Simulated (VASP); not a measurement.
## BAs: single point with LDA

Crystal: BAs.

```
As B
1.0
     0.00000    2.33974    2.33974
     2.33974    0.00000    2.33974
     2.33974    2.33974    0.00000
As B
1 1
Direct
  0.75000 0.75000 0.75000
  0.00000 0.00000 0.00000
```

```json
{
 "Program": "VASP 6.6.1",
 "Task": "single point",
 "Functional": "LDA",
 "Potentials or basis": "VASP PAW LDA potentials, release 64 (As_d, B)",
 "Cutoff": "560 eV",
 "k mesh": "10 × 10 × 10",
 "Occupations": "fermi-dirac, width 0.05 eV",
 "Spin": "no spin polarisation",
 "Dipole correction": "no",
 "Further INCAR settings": "ALGO = Normal; EDIFF = 1e-06; NBANDS = 16"
}
```

| Quantity | Value |
| --- | --- |
| Pressure | 6.4 GPa |
| Band gap on the k mesh | 1.07 eV (least direct gap 3.33 eV) |

Levels at points of the mesh, in eV from the valence-band top:
```csv
k point,band 7,band 8,band 9,band 10,band 11,band 12
"(0.00, 0.00, 0.00)",0.00,0.00,0.00,3.33,3.33,3.33
"(0.50, 0.00, 0.00)",-9.21,-1.92,-1.92,3.06,4.83,4.83
"(0.50, 0.50, 0.00)",-8.77,-4.33,-4.33,1.29,1.35,11.87
```

Run time: 30 s on 1 thread of Intel(R) Xeon(R) Platinum 8259CL CPU @ 2.50GHz (Skylake/Cascade Lake), with other jobs on the host, peak memory 0.15 GiB.

Caveat: the cell stands under pressure. As with any semilocal functional, this LDA gap is likely too small.
